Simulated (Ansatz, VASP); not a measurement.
**ZrC: VASP beside Ansatz**

```
Zr C
1.0
     0.00000    2.33586    2.33586
     2.33586    0.00000    2.33586
     2.33586    2.33586    0.00000
Zr C
1 1
Direct
  0.50000 0.50000 0.50000
  0.00000 0.00000 0.00000
```

Alike in both runs: task single point; functional revPBE; dispersion D4; k mesh 8 × 8 × 8; occupations gaussian, width 0.05 eV; no spin polarisation.

|  | VASP | Ansatz |
| --- | --- | --- |
| version | VASP 6.6.1 | Ansatz 0.2.0 |
| potentials or method | VASP PAW PBE potentials, release 64 (Zr_sv, C), cutoff 520 eV | scalar-relativistic, plane waves, PAW |
| valence electrons in the cell | 16 | 16 |

```tsv
	VASP	Ansatz	Ansatz less VASP
gap on the k mesh at the Fermi level (eV)	none	none	-
pressure (GPa)	1.6	1.4	-0.22
```

VASP's potentials were made for PBE, not for revPBE. A gap of «none» marks a metal or a gap that the smearing closes.
